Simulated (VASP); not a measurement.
Crystal: Ba.

```xyz
1
Lattice="-2.5000 2.5000 2.5000 2.5000 -2.5000 2.5000 2.5000 2.5000 -2.5000" Properties=species:S:1:pos:R:3 pbc="T T T"
Ba    0.0000    0.0000    0.0000
```

```yaml
Program: VASP 6.6.1
Task: relaxation of cell and atoms
Functional: revPBE
Potentials_or_basis: VASP PAW PBE potentials, release 64 (Ba_sv)
Cutoff: 600 eV
k_mesh: 9 × 9 × 9
Occupations: fermi-dirac, width 0.1 eV
Spin: no spin polarisation
```

At the start: pressure 0.7 GPa; volume 62.50 Å³/atom.

Question: Where does the relaxation end?

Answer: Over 4 steps the energy falls by 10.7 meV/atom and the volume is 67.67 Å³/atom (+8.3 %); space group Im-3m (No. 229, to 0.1 Å) before and after.

The path:
```tsv
step	energy change (eV)	largest force (eV/Å)	pressure (GPa)	volume (Å³)
1	0.0000	0.0000	0.70	62.50
2	-0.0081	0.0000	0.34	65.02
3	-0.0103	0.0000	-0.12	68.72
4	-0.0107	0.0000	0.00	67.67
```

Final structure:
```
Ba
1.0
    -2.56713    2.56713    2.56713
     2.56713   -2.56713    2.56713
     2.56713    2.56713   -2.56713
Ba
1
Direct
  0.00000 0.00000 0.00000
```

Caveat: the PAW data sets were made with another functional, which shifts forces and pressure a little.
